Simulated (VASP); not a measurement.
A run of VASP 6.6.1 is set up as follows.

Contents of INCAR:

```
PREC = Accurate
ENCUT = 520
EDIFF = 1E-6
ISMEAR = -1
SIGMA = 0.05
LREAL = F
LASPH = T
NELM = 60
ALGO = Normal
ISIF = 2
LWAVE = F
LCHARG = F
LDIPOL = T
IDIPOL = 3
DIPOL = 0.5 0.5 0.500
NBANDS = 36
```

KPOINTS

```
Automatic mesh
0
Gamma
  13 13 1
```

Contents of POSCAR:

```
Au
1.0
    2.8626073071      0.0000000000      0.0000000000
   -1.4313036535      2.4790906490      0.0000000000
    0.0000000000      0.0000000000     25.3492000000
Au
5
Direct
    0.8333333333      0.1666666667      0.3153937010
    0.1666666667      0.8333333333      0.4081121168
    0.5000000000      0.5000000000      0.5000000010
    0.8333333333      0.1666666667      0.5918878817
    0.1666666667      0.8333333333      0.6846062996
```

Potentials or basis: VASP PAW LDA potentials, release 64 (Au).

Launch:

```bash
$ cat potpaw_LDA.64/Au/POTCAR > POTCAR
$ mpirun -np 1 vasp_std > vasp.out
```

Question: Predict the band gap on the k mesh.

Answer: Zero (an odd number of electrons rules out a gap without spin polarisation).

Question: Predict the largest force.

Answer: 0.023 eV/Å.

Forces on the atoms (eV/Å):
```
Au   0.000  0.000 -0.023
Au   0.000  0.000 -0.006
Au   0.000  0.000  0.000
Au   0.000  0.000  0.006
Au   0.000  0.000  0.023
```

Caveat: spin-orbit coupling is left out, which moves the levels of the heavy elements.
